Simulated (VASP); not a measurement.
Set up this calculation in VASP 6.6.1, as the native input.

| Item | Value |
| --- | --- |
| Task | single point |
| Functional | PBE |
| Potentials or basis | VASP PAW PBE potentials, release 64 (P, As, Ga_d) |
| Cutoff | 520 eV |
| k mesh | 6 × 4 × 4 |
| Occupations | fermi-dirac, width 0.02 eV |
| Spin | no spin polarisation |
| Dipole correction | no |
| Further INCAR settings | ALGO = Normal; EDIFF = 1e-06; NBANDS = 46 |

The structure of Ga4As3P lies in POSCAR:

```
Ga4As3P
1.0
    3.9703331044      0.0000000000      0.0000000000
    0.0000000000      3.9689306256      5.6082376746
    0.0000000000     -3.9689306256      5.6082376746
P As Ga
1 3 4
Direct
    0.0000000000     -0.0000402676     -0.0000402676
    0.5000000000     -0.0002478565      0.5001667184
    0.5000000000      0.5001667184     -0.0002478565
    0.0000000000      0.5001865662      0.5001865662
    0.5000000000      0.8794828451      0.8794828451
    0.0000000000      0.8778076202      0.3678915179
    0.0000000000      0.3678915179      0.8778076202
    0.5000000000      0.3747528564      0.3747528564
```

The input as run:

INCAR

```
ALGO     = Normal         # electronic algorithm
EDIFF    = 1E-6           # SCF threshold, eV
ENCUT    = 520            # plane-wave cutoff, eV
GGA      = PE             # functional
ISIF     = 2              # what is computed and relaxed
ISMEAR   = -1             # smearing method
LASPH    = True           # aspherical terms in the spheres
LCHARG   = False          # write CHGCAR
LREAL    = False          # projectors in reciprocal space
LWAVE    = False          # write WAVECAR
NBANDS   = 46             # bands
NELM     = 80             # most SCF steps
PREC     = Accurate       # precision mode
SIGMA    = 0.02           # smearing width, eV
```

KPOINTS

```
k-points
0
Gamma
  6 4 4
```

Potentials or basis: VASP PAW PBE potentials, release 64 (P, As, Ga_d).

Launch:

```bash
$ cat potpaw_PBE.64/P/POTCAR potpaw_PBE.64/As/POTCAR potpaw_PBE.64/Ga_d/POTCAR > POTCAR
$ mpirun -np 1 vasp_std > vasp.out
```

It gave:

The pressure is 2.9 GPa and the largest force is 0.067 eV/Å. The band gap on the k mesh is 0.74 eV.

Caveat: semilocal functionals underestimate gaps, and a narrow one can read as zero.

Run time: 3.5 min on 1 thread of Intel(R) Xeon(R) 6975P-C (Granite Rapids), with other jobs on the host, peak memory 0.39 GiB.
